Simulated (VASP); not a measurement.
Wanted: the native input for a VASP 6.6.1 run.

- Task: single point
- Functional: PBEsol
- Potentials or basis: VASP PAW PBE potentials, release 64 (Pb_d, Se)
- Cutoff: 520 eV
- k mesh: 4 × 4 × 4
- Occupations: gaussian, width 0.1 eV
- Spin: no spin polarisation
- Dipole correction: no
- Further INCAR settings: LREAL = Auto; ALGO = Normal; EDIFF = 1e-06; NBANDS = 86

The structure of Pb7Se8 (a cell with a defect) lies in POSCAR:

```
Pb7Se8
1.0
   -6.1031549502      0.0000000000      6.1031549502
   -6.1031549502     -6.1031549502      0.0000000000
    0.0000000000     -6.1031549502      6.1031549502
Pb Se
7 8
Direct
    0.5000000000      0.5000000000      0.0000000000
    0.5000000000      0.0000000000      0.5000000000
    0.5000000000      0.5000000000      0.5000000000
    0.0000000000      0.0000000000      0.0000000000
    0.0000000000      0.5000000000      0.0000000000
    0.0000000000      0.0000000000      0.5000000000
    0.0000000000      0.5000000000      0.5000000000
    0.2390582305      0.7390582305      0.2609417695
    0.2390582305      0.2609417695      0.2609417695
    0.2500000000      0.7500000000      0.7500000000
    0.2390582305      0.2609417695      0.7390582305
    0.7609417695      0.7390582305      0.2609417695
    0.7500000000      0.2500000000      0.2500000000
    0.7609417695      0.7390582305      0.7390582305
    0.7609417695      0.2609417695      0.7390582305
```

This cell differs from its parent crystal: atoms taken out, then relaxed in part.

These files were run (other wordings do the same):

INCAR

```
PREC = Accurate ; ENCUT = 520
EDIFF = 1E-6 ; ISMEAR = 0
SIGMA = 0.1 ; LREAL = Auto
LASPH = T ; NELM = 60
ALGO = Normal ; ISIF = 2
LWAVE = F ; LCHARG = F
GGA = PS ; NBANDS = 86
```

KPOINTS

```
regular mesh
0
Gamma
  4 4 4
```

Potentials or basis: VASP PAW PBE potentials, release 64 (Pb_d, Se).

Run with:

```bash
$ cat potpaw_PBE.64/Pb_d/POTCAR potpaw_PBE.64/Se/POTCAR > POTCAR
$ mpirun -np 1 vasp_std > vasp.out
```

Results of the run:

The pressure is -1.3 GPa. The largest force is 0.015 eV/Å. The band gap on the k mesh is zero (bands 73 and 74 overlap by 0.52 eV).

Caveat: the cell differs from its parent crystal (atoms taken out, then relaxed in part); the PAW data sets were made with another functional, which shifts forces and pressure a little; spin-orbit coupling is left out, which moves the levels of the heavy elements.

Run time: 18 min on 1 thread of Intel Xeon 8259CL, on a shared host, peak memory 0.65 GiB.
